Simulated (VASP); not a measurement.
Write the native input for VASP 6.6.1 that does the following.

| Item | Value |
| --- | --- |
| Task | single point |
| Functional | PBEsol |
| Potentials or basis | VASP PAW PBE potentials, release 64 (Hf_pv, O) |
| Cutoff | 520 eV |
| k mesh | 6 × 6 × 6 |
| Occupations | gaussian, width 0.05 eV |
| Spin | no spin polarisation |
| Dipole correction | no |
| Further INCAR settings | ALGO = Normal; EDIFF = 1e-06; NBANDS = 31 |

The structure of HfO2 lies in POSCAR:

```
HfO2
1.0
    0.0000000000     -2.5220673945     -2.5220673945
    0.0000000000      2.5220673945     -2.5220673945
    5.0441347890      0.0000000000      0.0000000000
Hf O
2 4
Direct
    0.0191906053     -0.0191906053      0.0000000000
    0.4808093947      0.5191906053      0.5000000000
   -0.0007634237      0.4992365763      0.7179627911
    0.5007634237      0.0007634237      0.2820372089
   -0.0007634237      0.4992365763      0.2179627911
    0.5007634237      0.0007634237      0.7820372089
```

This cell differs from its parent crystal: atoms displaced along a vibrational mode.

One way to write it, as run:

INCAR

```
SYSTEM = HfO2
PREC = Accurate ; ENCUT = 520
EDIFF = 1E-6 ; ISMEAR = 0
SIGMA = 0.05 ; LREAL = .False.
LASPH = .True. ; NELM = 60
ALGO = Normal ; ISIF = 2
LWAVE = .False. ; LCHARG = .True.
GGA = PS ; LELF = .True.
LVHAR = .True. ; NBANDS = 31
```

KPOINTS

```
regular mesh
0
Gamma
  6 6 6
  0 0 0
```

Potentials or basis: VASP PAW PBE potentials, release 64 (Hf_pv, O).

The run is started by

```sh
$ cat potpaw_PBE.64/Hf_pv/POTCAR potpaw_PBE.64/O/POTCAR > POTCAR
$ mpirun -np 1 vasp_std > vasp.out
```

Results of the run:

```
Pressure               : 0.0 GPa
Largest force          : 0.861 eV/Å
Band gap on the k mesh : 4.33 eV (least direct gap 4.43 eV)
```

Caveat: the cell differs from its parent crystal (atoms displaced along a vibrational mode); the PAW data sets were made with another functional, which shifts forces and pressure a little; spin-orbit coupling is left out, which moves the levels of the heavy elements.

Wall time 2.6 min on 1 thread of Intel Xeon 8259CL (shared host), peak memory 0.25 GiB.
